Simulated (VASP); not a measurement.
# AlSe3 (R-3c) in VASP: single point with PBE

Aim: the single point of AlSe3 with PBE.

Program: VASP 6.6.1. These are calculated values, not measurements. Logs are shortened: lines on timing, memory, paths and dates and some standing lists are left out, and cuts for length are marked.

### 1 The cell of the first run

It takes space group R-3c (No. 167, trigonal). The conventional cell has a = 6.471 Å, b = 6.471 Å, c = 14.244 Å, α = 90.00°, β = 90.00°, γ = 120.00°. Al (site symmetry -3) has 6 Se at 2.56 Å within 3.4 Å. Within 3.4 Å of Se (site symmetry 2) lie 2 Al at 2.56 Å and 8 Se at 3.10 to 3.39 Å.

### 2 Single point, PBE

INCAR reads:

```
PREC = Accurate ; ENCUT = 520
EDIFF = 1E-6 ; ISMEAR = -1
SIGMA = 0.1 ; LREAL = F
LASPH = T ; NELM = 60
ALGO = Normal ; ISIF = 2
LWAVE = F ; LCHARG = F
GGA = PE ; NBANDS = 31
```

KPOINTS reads:

```
Automatic mesh
0
Gamma
  5 5 5
```

POSCAR reads:

```
AlSe3
1.0
    3.2356112211      5.6042430285     -0.0000001676
   -3.2356112211      5.6042430285     -0.0000001676
    0.0000000000     -3.7361618769      4.7479503132
Al Se
2 6
Direct
    0.0000000000      0.0000000000      0.0000000000
    0.5000000000      0.5000000000      0.5000000000
    0.9477094493      0.5522905507      0.7500000000
    0.2500000000      0.9477094493      0.7500000000
    0.5522905507      0.2500000000      0.7500000000
    0.0522905507      0.4477094493      0.2500000000
    0.7500000000      0.0522905507      0.2500000000
    0.4477094493      0.7500000000      0.2500000000
```

Potentials or basis: VASP PAW PBE potentials, release 64 (Al, Se).

Started as:

```console
> cat potpaw_PBE.64/Al/POTCAR potpaw_PBE.64/Se/POTCAR > POTCAR
> mpirun -np 1 vasp_std > vasp.out
```

OUTCAR:

```text
PREC = Accurate
   ENCUT = 520
   EDIFF = 1E-6
   ISMEAR = -1
   LREAL = F
   LASPH = T
   NELM = 60
   ISIF = 2
   GGA = PE

 ion  position               nearest neighbor table
   1  0.000  0.000  0.000-   4 2.56   7 2.56   5 2.56   8 2.56   3 2.56   6 2.56
   2  0.500  0.500  0.500-   5 2.56   8 2.56   7 2.56   4 2.56   3 2.56   6 2.56
   3  0.948  0.552  0.750-   1 2.56   2 2.56
   4  0.250  0.948  0.750-   1 2.56   2 2.56
   5  0.552  0.250  0.750-   2 2.56   1 2.56
   6  0.052  0.448  0.250-   1 2.56   2 2.56
   7  0.750  0.052  0.250-   1 2.56   2 2.56
   8  0.448  0.750  0.250-   2 2.56   1 2.56

  LATTYP: Found a trigonal (rhomboedric) cell.
 ALAT       =     6.0416833538
 COS(alpha) =     0.4263767559

  Lattice vectors:

 A1 = (   3.2356112211,   1.8680811516,   4.7479501456)
 A2 = (  -3.2356112211,   1.8680811516,   4.7479501456)
 A3 = (   0.0000000000,  -3.7361618769,   4.7479503132)

Analysis of symmetry for initial positions (statically):
=====================================================================
 Subroutine PRICEL returns:
 Original cell was already a primitive cell.

 Routine SETGRP: Setting up the symmetry group for a
 trigonal (rhombohedral) supercell.

 Subroutine GETGRP returns: Found 12 space group operations
 (whereof  6 operations were pure point group operations)
 out of a pool of 12 trial point group operations.

The static configuration has the point symmetry S_6 .
 The point group associated with its full space group is D_3d.

Analysis of symmetry for dynamics (positions and initial velocities):
=====================================================================
 Subroutine PRICEL returns:
 Original cell was already a primitive cell.

 Routine SETGRP: Setting up the symmetry group for a
 trigonal (rhombohedral) supercell.

 Subroutine GETGRP returns: Found 12 space group operations
 (whereof  6 operations were pure point group operations)
 out of a pool of 12 trial point group operations.

The dynamic configuration has the point symmetry S_6 .
 The point group associated with its full space group is D_3d.

 Subroutine INISYM returns: Found 12 space group operations
 (whereof  6 operations are pure point group operations),
 and found     1 'primitive' translations

----------------------------------------------------------------------------------------

                                     Primitive cell

  volume of cell :     172.1906

  direct lattice vectors                    reciprocal lattice vectors
     3.235611221  5.604243029 -0.000000168     0.154530308  0.089218117  0.070205732
    -3.235611221  5.604243029 -0.000000168    -0.154530308  0.089218117  0.070205732
     0.000000000 -3.736161877  4.747950313     0.000000000  0.000000006  0.210617205

  length of vectors
     6.471222442  6.471222442  6.041683354     0.191750707  0.191750707  0.210617205

  position of ions in fractional coordinates (direct lattice)
     0.000000000  0.000000000  0.000000000
     0.500000000  0.500000000  0.500000000
     0.947709449  0.552290551  0.750000000
     0.250000000  0.947709449  0.750000000
     0.552290551  0.250000000  0.750000000
     0.052290551  0.447709449  0.250000000
     0.750000000  0.052290551  0.250000000
     0.447709449  0.750000000  0.250000000

  ion indices of the primitive-cell ions
   primitive index   ion index
                 1           1
                 2           2
                 3           3
                 4           4
                 5           5
                 6           6
                 7           7
                 8           8

----------------------------------------------------------------------------------------

 KPOINTS: Automatic mesh

Automatic generation of k-mesh.
 Grid dimensions read from file:
 generate k-points for:    5    5    5

 Generating k-lattice:

  Cartesian coordinates                     Fractional coordinates (reciprocal lattice)
     0.030906062  0.017843623  0.014041146     0.200000000 -0.000000000  0.000000000
    -0.030906062  0.017843623  0.014041146    -0.000000000  0.200000000  0.000000000
     0.000000000  0.000000001  0.042123441     0.000000000  0.000000000  0.200000000

  Length of vectors
     0.038350141  0.038350141  0.042123441

  Shift w.r.t. Gamma in fractional coordinates (k-lattice)
     0.000000000  0.000000000  0.000000000

 Subroutine IBZKPT returns following result:
 ===========================================

 Found     19 irreducible k-points:

 Following reciprocal coordinates:
            Coordinates               Weight
  0.000000  0.000000  0.000000      1.000000
  0.200000 -0.000000  0.000000      6.000000
  0.400000 -0.000000  0.000000      6.000000
  0.200000  0.200000  0.000000      6.000000
  0.400000  0.200000  0.000000     12.000000
 -0.400000  0.200000  0.000000     12.000000
[... 11 lines left out ...]
  0.000000  0.000000  0.400000      2.000000
  0.200000 -0.000000  0.400000      6.000000
   k-points           NKPTS =     19   k-points in BZ     NKDIM =     19   number of bands    NBANDS=     31
   number of dos      NEDOS =    301   number of ions     NIONS =      8
   total plane-waves  NPLWV = 110592
   dimension x,y,z NGX =    48 NGY =   48 NGZ =   48
   dimension x,y,z NGXF=    96 NGYF=   96 NGZF=   96
   ions per type =               2   6
   NGX,Y,Z   is equivalent  to a cutoff of  12.33, 12.33, 13.21 a.u.
   NGXF,Y,Z  is equivalent  to a cutoff of  24.66, 24.66, 26.42 a.u.
 SYSTEM =  unknown system
   PREC   = accura    normal or accurate (medium, high low for compatibility)
   ISTART =      0    job   : 0-new  1-cont  2-samecut
   ICHARG =      2    charge: 1-file 2-atom 10-const
   ISPIN  =      1    spin polarized calculation?
   LNONCOLLINEAR =      F non collinear calculations
   LSORBIT =      F    spin-orbit coupling
   LASPH  =      T    aspherical Exc in radial PAW
   ENCUT  =  520.0 eV  38.22 Ry    6.18 a.u.  12.03 12.03 11.23*2*pi/ulx,y,z
   NELM   =     60;   NELMIN=  2; NELMDL= -5     # of ELM steps
   EDIFF  = 0.1E-05   stopping-criterion for ELM
   LREAL  =      F    real-space projection
[... 7 lines left out ...]
   TEBEG  =    0.0;   TEEND  =   0.0 temperature during run
   PSTRESS=    0.0 pullay stress
   NELECT =      42.0000    total number of electrons
   NUPDOWN=      -1.0000    fix difference up-down
   EMIN   =  10.00;   EMAX   =-10.00  energy-range for DOS
   EFERMI =   0.00;   METHOD = LEGACY
   ISMEAR =    -1;   SIGMA  =   0.10  broadening in eV -4-tet -1-fermi 0-gaus
   EFERMI_NEDOS =   21; number of points for ismear=-14 and -15
   IALGO  =     38    algorithm
   IMIX   =      4    mixing-type and parameters
     AMIX     =   0.40;   BMIX     =  1.00
     AMIX_MAG =   1.60;   BMIX_MAG =  1.00
  volume/ion in A,a.u.               =      21.52       145.25
  Fermi-wavevector in a.u.,A,eV,Ry     =   1.022872  1.932948 14.235339  1.046268
  Thomas-Fermi vector in A             =   2.156575
   LORBIT       =      0    0 simple, 1 ext, 2 COOP (PROOUT), +10 PAW based schemes
   GGA     = PE    functional components
   LHFCALC =     F    Hartree Fock is set to
   AEXX    =    0.0000 exact exchange contribution
   IVDW    =     0    specifies the selected vdW correction
   LEPSILON=     F    determine dielectric tensor
   LRPA    =     F    only Hartree local field effects (RPA)
 non-spin polarized calculation
  energy-cutoff  :      520.00
  volume of cell :      172.19
 maximum number of plane-waves:      4647
   NGX = 25   NGY = 25   NGZ = 23

 number of electron      42.0000005 magnetization

 Free energy of the ion-electron system (eV)
  ---------------------------------------------------
  ext. energy  EPLUGINS =         0.00000000
  ---------------------------------------------------
  free energy    TOTEN  =       -29.79289765 eV

  energy without entropy =      -29.59862657  energy(sigma->0) =      -29.69576211

 E-fermi :   4.4453     XC(G=0):  -9.8505

 val. band max:        4.4281396720   @ k =   0.2000   0.2000   0.0000
 cond. band min:       4.4531054956   @ k =  -0.4000   0.0000   0.2000
 fundamental gap:      0.0249658237
 Fermi energy:         4.4453283966

 k-point     1 :       0.0000    0.0000    0.0000
  band No.  band energies     occupation
      1     -10.1768      2.00000
      2      -7.9443      2.00000
      3      -7.9443      2.00000
      4      -7.8063      2.00000
      5      -7.8063      2.00000
      6      -7.0901      2.00000
[... 23 lines left out ...]
     30      11.7412      0.00000
     31      11.8507      0.00000

 k-point     2 :       0.2000   -0.0000    0.0000
  band No.  band energies     occupation
      1     -10.0245      2.00000
      2      -8.3031      2.00000
      3      -8.0225      2.00000
      4      -7.8027      2.00000
      5      -7.6531      2.00000
      6      -7.1333      2.00000
[... 23 lines left out ...]
     30      11.0631      0.00000
     31      11.3243      0.00000

 k-point     3 :       0.4000   -0.0000    0.0000
  band No.  band energies     occupation
      1      -9.5904      2.00000
      2      -8.9563      2.00000
      3      -8.0291      2.00000
      4      -7.9265      2.00000
      5      -7.4403      2.00000
      6      -7.2579      2.00000
[... 23 lines left out ...]
     30      10.5238      0.00000
     31      10.8507      0.00000

 k-point     4 :       0.2000    0.2000    0.0000
  band No.  band energies     occupation
      1      -9.9590      2.00000
      2      -8.2350      2.00000
      3      -8.0116      2.00000
      4      -7.8893      2.00000
      5      -7.6981      2.00000
      6      -7.2868      2.00000
[... 465 lines left out ...]
     30      10.4406      0.00000
     31      10.4818      0.00000

 k-point    18 :       0.0000    0.0000    0.4000
  band No.  band energies     occupation
      1      -9.3984      2.00000
      2      -8.5208      2.00000
      3      -7.9668      2.00000
      4      -7.9668      2.00000
      5      -7.8945      2.00000
      6      -7.8945      2.00000
[... 23 lines left out ...]
     30      10.1495      0.00000
     31      10.5173      0.00000

 k-point    19 :       0.2000   -0.0000    0.4000
  band No.  band energies     occupation
      1      -9.0264      2.00000
      2      -8.7408      2.00000
      3      -8.4319      2.00000
      4      -8.2290      2.00000
      5      -7.7110      2.00000
      6      -7.5826      2.00000
[... 23 lines left out ...]
     30      10.2314      0.00000
     31      10.5660      0.00000

------------------------ aborting loop because EDIFF is reached ----------------------------------------

  FORCE on cell =-STRESS in cart. coord.  units (eV):
  Direction    XX          YY          ZZ          XY          YZ          ZX
  --------------------------------------------------------------------------------------
  -------------------------------------------------------------------------------------
  Total        0.0645025      0.0645025      0.0320924      0.0000000     -0.0000000      0.0000000
  in kB        0.6001749      0.6001749      0.2986096      0.0000000     -0.0000000      0.0000000
  external PRESSURE =       0.4996531 kB  Pullay stress =       0.0000000 kB

 VOLUME and BASIS-vectors are now :
 -----------------------------------------------------------------------------
  energy-cutoff  :      520.00
  volume of cell :      172.19
      direct lattice vectors                 reciprocal lattice vectors
     3.235611221  5.604243029 -0.000000168     0.154530308  0.089218117  0.070205732
    -3.235611221  5.604243029 -0.000000168    -0.154530308  0.089218117  0.070205732
     0.000000000 -3.736161877  4.747950313     0.000000000  0.000000006  0.210617205

 POSITION                                       TOTAL-FORCE (eV/Angst)
 -----------------------------------------------------------------------------------
      0.00000      0.00000      0.00000         0.000000     -0.000000      0.000000
      0.00000      3.73616      2.37397         0.000000     -0.000000      0.000000
      1.27942      5.60424      3.56096         0.005113     -0.000000     -0.000000
     -2.25752      3.91013      3.56096        -0.002556      0.004428     -0.000000
      0.97809      1.69411      3.56096        -0.002556     -0.004428      0.000000
     -1.27942      1.86808      1.18699        -0.005113     -0.000000     -0.000000
      2.25752      3.56219      1.18699         0.002556     -0.004428      0.000000
     -0.97809      5.77821      1.18699         0.002556      0.004428     -0.000000
 -----------------------------------------------------------------------------------
    total drift:                               -0.000000      0.000000     -0.000000

  FREE ENERGIE OF THE ION-ELECTRON SYSTEM (eV)
  ---------------------------------------------------
  free  energy   TOTEN  =       -29.7928976532 eV

  energy  without entropy=      -29.5986265675  energy(sigma->0) =      -29.69576211
```

Run time: 3.5 min. Hardware: 1 thread of Intel Xeon 6975P-C, shared host; peak memory 0.35 GiB.

Results:

```
Free energy            : -29.7929 eV
Pressure               : 0.0 GPa
Largest force          : 0.005 eV/Å
Band gap on the k mesh : zero (band 21 reaches 4.67 eV, above the bottom of band 22 at 4.23 eV)
```

Forces on the atoms (eV/Å):
```
Al   0.000  0.000  0.000
Al   0.000  0.000  0.000
Se   0.005  0.000  0.000
Se  -0.003  0.004  0.000
Se  -0.003 -0.004  0.000
Se  -0.005  0.000  0.000
Se   0.003 -0.004  0.000
Se   0.003  0.004  0.000
```
